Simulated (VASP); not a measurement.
Write the native input for VASP 6.6.1 that does the following.

```
Task                   : single point
Functional             : PBE
Potentials or basis    : VASP PAW PBE potentials, release 64 (In_d, Sb)
Cutoff                 : 520 eV
k mesh                 : 10 × 10 × 10
Occupations            : fermi-dirac, width 0.03 eV
Spin                   : no spin polarisation
Dipole correction      : no
Further INCAR settings : ALGO = Normal; EDIFF = 1e-07; NBANDS = 16
```

The structure of InSb lies in POSCAR:

```
InSb
1.0
    0.0000000000      3.2605516185      3.2605516185
    3.2605516185      0.0000000000      3.2605516185
    3.2605516185      3.2605516185      0.0000000000
In Sb
1 1
Direct
    0.0000000000      0.0000000000      0.0000000000
    0.7500000000      0.7500000000      0.7500000000
```

This cell differs from its parent crystal: volume scaled by 1.02.

One way to write it, as run:

INCAR

```
PREC     = Accurate       # precision mode
ENCUT    = 520            # plane-wave cutoff, eV
EDIFF    = 1E-7           # SCF threshold, eV
ISMEAR   = -1             # smearing method
SIGMA    = 0.03           # smearing width, eV
LREAL    = False          # projectors in reciprocal space
LASPH    = True           # aspherical terms in the spheres
NELM     = 80             # most SCF steps
ALGO     = Normal         # electronic algorithm
ISIF     = 2              # what is computed and relaxed
LWAVE    = False          # write WAVECAR
LCHARG   = True           # write CHGCAR
GGA      = PE             # functional
LELF     = True           # ELF
LVHAR    = True         
NBANDS   = 16             # bands
```

KPOINTS

```
regular mesh
0
Gamma
  10 10 10
```

Potentials or basis: VASP PAW PBE potentials, release 64 (In_d, Sb).

Launch:

```console
$ cat potpaw_PBE.64/In_d/POTCAR potpaw_PBE.64/Sb/POTCAR > POTCAR
$ mpirun -np 1 vasp_std > vasp.out
```

Results of the run:

- Pressure: 2.1 GPa
- Band gap on the k mesh: zero (filled and empty bands touch)

Caveat: spin-orbit coupling is left out, which moves the levels of the heavy elements.

It took 34 s on 1 thread of Intel(R) Xeon(R) Platinum 8488C (Sapphire Rapids) (shared host), peak memory 0.23 GiB.
